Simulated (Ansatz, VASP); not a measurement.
**One calculation of Mo, two programs**

```
Mo
1.0
    -1.55920    1.55920    1.55920
     1.55920   -1.55920    1.55920
     1.55920    1.55920   -1.55920
Mo
1
Direct
  0.00000 0.00000 0.00000
```

Alike in both runs: task single point; functional PBE; k mesh 15 × 15 × 15; no spin polarisation.

|  | VASP | Ansatz |
| --- | --- | --- |
| version | VASP 6.6.1 | Ansatz 0.2.0 |
| potentials or method | VASP PAW PBE potentials, release 64 (Mo_sv), cutoff 520 eV | PAW plane waves |
| occupations | fermi-dirac, width 0.1 eV | fermi-dirac |
| valence electrons in the cell | 14 | 14 |

|  | VASP | Ansatz | Ansatz less VASP |
| --- | --- | --- | --- |
| pressure (GPa) | 12.3 | 11.7 | -0.60 |
